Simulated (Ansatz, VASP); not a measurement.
Two plane-wave programs on Ag

```xyz
1
Lattice="0.0000 1.7366 2.0431 1.7366 0.0000 2.0431 1.7366 1.7366 0.0000" Properties=species:S:1:pos:R:3 pbc="T T T"
Ag    0.0000    0.0000    0.0000
```

Change from the starting cell: strain -0.1500 x Voigt [1, 1, 0, 0, 0, 0], atoms carried along.

Alike in both runs: task single point; functional PBE; k mesh 20 × 20 × 20; occupations gaussian, width 0.15 eV; no spin polarisation.

```csv
,VASP,Ansatz
version,VASP 6.6.1,Ansatz 0.2.0
potentials or method,"VASP PAW PBE potentials, release 64 (Ag), cutoff 520 eV","scalar-relativistic, plane waves, PAW"
valence electrons in the cell,11,19
```

VASP gave:

| Item | Value |
| --- | --- |
| gap on the k mesh at the Fermi level (eV) | none |
| pressure (GPa) | 99.3 |
| traceless stress, the component that is largest in VASP (GPa) | -22.93 |

Task: Estimate Ansatz's values.

Result: gap on the k mesh at the Fermi level (eV): none; pressure (GPa): 100.2; traceless stress, the component that is largest in VASP (GPa): -23.23.

A gap of «none» marks a metal or a gap that the smearing closes. Both programs put the cell under a high pressure, so it lies far from rest at this level. The functional is the same, so the differences come from potentials, cutoffs and numerics. VASP's potentials hold 11 valence electrons a cell and Ansatz's 19, so a difference there can come from the potentials and not from the codes.

Noted on VASP's run: the cell as given lies far from equilibrium.
